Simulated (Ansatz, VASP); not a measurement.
# One calculation of C, two programs

Contents of INCAR:

```
PREC = Accurate
ENCUT = 520
EDIFF = 1E-6
ISMEAR = -1
SIGMA = 0.08
LREAL = False
LASPH = True
NELM = 100
ALGO = Normal
ISIF = 2
LWAVE = False
LCHARG = True
GGA = PE
LELF = True
LVHAR = True
NBANDS = 11
```

File KPOINTS:

```
regular mesh
0
Gamma
  20 20 20
```

File POSCAR:

```
C
1.0
    0.0000000000      1.7714305118      1.7714305118
    1.7714305118      0.0000000000      1.7714305118
    1.7714305118      1.7714305118      0.0000000000
C
2
Direct
    0.5000000000      0.5000000000      0.5000000000
    0.7500000000      0.7500000000      0.7500000000
```

Input for Ansatz:

```yaml
crystal:
  lattice:
    - [0.0, 1.7714305118, 1.7714305118]
    - [1.7714305118, 0.0, 1.7714305118]
    - [1.7714305118, 1.7714305118, 0.0]
  atoms:
    - { symbol: C, position: [0.5, 0.5, 0.5] }
    - { symbol: C, position: [0.75, 0.75, 0.75] }
kpoints:
  mp_grid: { grid: [20, 20, 20] }
  band_path:
    path:
      - [0.0, 0.0, 0.0]
      - [0.5, 0.0, 0.5]
      - [0.625, 0.25, 0.625]
      - [0.375, 0.375, 0.75]
      - [0.0, 0.0, 0.0]
      - [0.5, 0.5, 0.5]
      - [0.5, 0.25, 0.75]
      - [0.5, 0.0, 0.5]
    npoints: 5
scf:
  occupations: { method: fermi_dirac, width: 0.08 }
hamiltonian:
  xc: pbe
  pseudopotentials: { kind: all_electron, lapw: { basis_error: 0.0005 } }
output:
  forces: true
  stress: true
  eigenvalues: true
```

Change from the starting cell: volume scaled by 0.98.

Alike in both runs: task single point; functional PBE; k mesh 20 × 20 × 20; occupations fermi-dirac, width 0.08 eV; no spin polarisation.

|  | VASP | Ansatz |
| --- | --- | --- |
| version | VASP 6.6.1 | Ansatz 0.2.0 |
| potentials or method | VASP PAW PBE potentials, release 64 (C), cutoff 520 eV | all-electron LAPW, scalar-relativistic |

|  | VASP | Ansatz | Ansatz less VASP |
| --- | --- | --- | --- |
| gap on the k mesh at the Fermi level (eV) | 4.18 | 4.19 | +0.009 |
| pressure (GPa) | 11.7 | 11.0 | -0.77 |

Ansatz ran all-electron here, and VASP with PAW potentials.
